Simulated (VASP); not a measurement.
Set up this calculation in VASP 6.6.1, as the native input.

- Task: single point
- Functional: PBE
- Potentials or basis: VASP PAW PBE potentials, release 64 (Sn_d, Pb_d)
- Cutoff: 520 eV
- k mesh: 12 × 12 × 4
- Occupations: gaussian, width 0.1 eV
- Spin: no spin polarisation
- Dipole correction: no
- Further INCAR settings: ALGO = Fast; EDIFF = 1e-07; NBANDS = 28

The structure of Sn2Pb lies in POSCAR:

```
Sn2Pb
1.0
    3.3238181334      0.0000000000      0.0000000000
   -1.6619090667      2.8785109411      0.0000000000
    0.0000000000      0.0000000000      9.3959794444
Sn Pb
2 1
Direct
    0.0000000000      0.0000000000      0.3380471221
    0.0000000000      0.0000000000      0.6619528779
    0.0000000000      0.0000000000      0.0000000000
```

These files were run (other wordings do the same):

INCAR

```
SYSTEM = Sn2Pb
PREC     = Accurate       ! precision mode
ENCUT    = 520            ! plane-wave cutoff, eV
EDIFF    = 1E-7           ! SCF threshold, eV
ISMEAR   = 0              ! smearing method
SIGMA    = 0.1            ! smearing width, eV
LREAL    = .False.        ! projectors in reciprocal space
LASPH    = .True.         ! aspherical terms in the spheres
NELM     = 100            ! most SCF steps
ALGO     = Fast           ! electronic algorithm
ISIF     = 2              ! what is computed and relaxed
LWAVE    = .False.        ! write WAVECAR
LCHARG   = .False.        ! write CHGCAR
GGA      = PE             ! functional
NBANDS   = 28             ! bands
```

KPOINTS

```
Automatic mesh
0
Gamma
  12 12 4
  0 0 0
```

Potentials or basis: VASP PAW PBE potentials, release 64 (Sn_d, Pb_d).

Command:

```sh
$ cat potpaw_PBE.64/Sn_d/POTCAR potpaw_PBE.64/Pb_d/POTCAR > POTCAR
$ mpirun -np 1 vasp_std > vasp.out
```

It gave:

```yaml
Pressure: -0.1 GPa
Band_gap_on_the_k_mesh: zero (band 21 reaches 12.16 eV, above the bottom of band 22 at 5.09 eV)
```

Caveat: spin-orbit coupling is left out, which moves the levels of the heavy elements.

It took 2.8 min on 1 thread of Intel(R) Xeon(R) Platinum 8259CL CPU @ 2.50GHz (Skylake/Cascade Lake), on a shared host, peak memory 0.3 GiB.
